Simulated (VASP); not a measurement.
Set up this calculation in VASP 6.6.1, as the native input.

```
Task                   : single point
Functional             : PBE
Potentials or basis    : VASP PAW PBE potentials, release 64 (Cu, Te, As)
Cutoff                 : 520 eV
k mesh                 : 4 × 4 × 4
Occupations            : gaussian, width 0.1 eV
Spin                   : no spin polarisation
Dipole correction      : no
Further INCAR settings : ALGO = Normal; EDIFF = 1e-07; NBANDS = 36
```

The structure of Cu3TeAs3 lies in POSCAR:

```
Cu3TeAs3
1.0
    5.1462749224      0.0000000000      0.0000000000
    0.0000000000      5.1462749224      0.0000000000
    0.0000000000      0.0000000000      5.1462749224
Cu Te As
3 1 3
Direct
    0.5000000000      0.5000000000      0.0000000000
    0.0000000000      0.5000000000      0.5000000000
    0.5000000000      0.0000000000      0.5000000000
    0.5000000000      0.5000000000      0.5000000000
    0.5000000000      0.0000000000      0.0000000000
    0.0000000000      0.5000000000      0.0000000000
    0.0000000000      0.0000000000      0.5000000000
```

The cell was built from a structure type or drawn by symmetry, and may not be a known phase.

The input as run:

INCAR

```
SYSTEM = Cu3TeAs3
PREC = Accurate
ENCUT = 520
EDIFF = 1E-7
ISMEAR = 0
SIGMA = 0.1
LREAL = .FALSE.
LASPH = .TRUE.
NELM = 100
ALGO = Normal
ISIF = 2
LWAVE = .FALSE.
LCHARG = .FALSE.
GGA = PE
NBANDS = 36
```

KPOINTS

```
Automatic mesh
0
G
  4 4 4
  0 0 0
```

Potentials or basis: VASP PAW PBE potentials, release 64 (Cu, Te, As).

Command:

```bash
$ cat potpaw_PBE.64/Cu/POTCAR potpaw_PBE.64/Te/POTCAR potpaw_PBE.64/As/POTCAR > POTCAR
$ mpirun -np 1 vasp_std > vasp.out
```

Results of the run:

- Pressure: 0.0 GPa
- Band gap on the k mesh: zero (bands 27 and 28 overlap by 3.21 eV)

Caveat: spin-orbit coupling is left out, which moves the levels of the heavy elements.

It took 70 s on 1 thread of AMD EPYC 9R45 96-Core Processor (Zen 5), on a shared host, peak memory 0.23 GiB.
